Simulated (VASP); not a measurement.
Al3O: single point with LDA

Slab: Al3O, a slab with vacuum.

```
Al O
1.0
     2.81684    0.00000    0.00000
     0.00000    2.81684    0.00000
     0.00000    0.00000   21.10430
Al O
3 1
Direct
  0.50000 0.50000 0.18953
  0.00000 0.00000 0.28675
  0.50000 0.50000 0.38401
  0.00000 0.00000 0.42524
```

```yaml
Program: VASP 6.6.1
Task: single point
Functional: LDA
Potentials_or_basis: VASP PAW LDA potentials, release 64 (Al, O)
Cutoff: 520 eV
k_mesh: 9 × 9 × 1
Occupations: gaussian, width 0.1 eV
Spin: no spin polarisation
```

```yaml
Largest_force: 3.304 eV/Å
```

Forces on the atoms (eV/Å):
```
Al   0.000  0.000 -0.293
Al   0.000  0.000 -0.096
Al   0.000  0.000  3.304
O    0.000  0.000 -2.915
```

Levels at points of the mesh, in eV from the Fermi level:
```tsv
k point	band 5	band 6	band 7	band 8	band 9	band 10
(0.00, 0.00, 0.00)	-2.86	-2.86	-2.02	1.09	3.25	4.79
```

It took 42 s on 1 thread of Intel(R) Xeon(R) Platinum 8488C (Sapphire Rapids) (shared host), peak memory 0.23 GiB.

Caveat: an odd number of electrons without spin polarisation forces a metal; a magnetic or distorted state may lie lower.
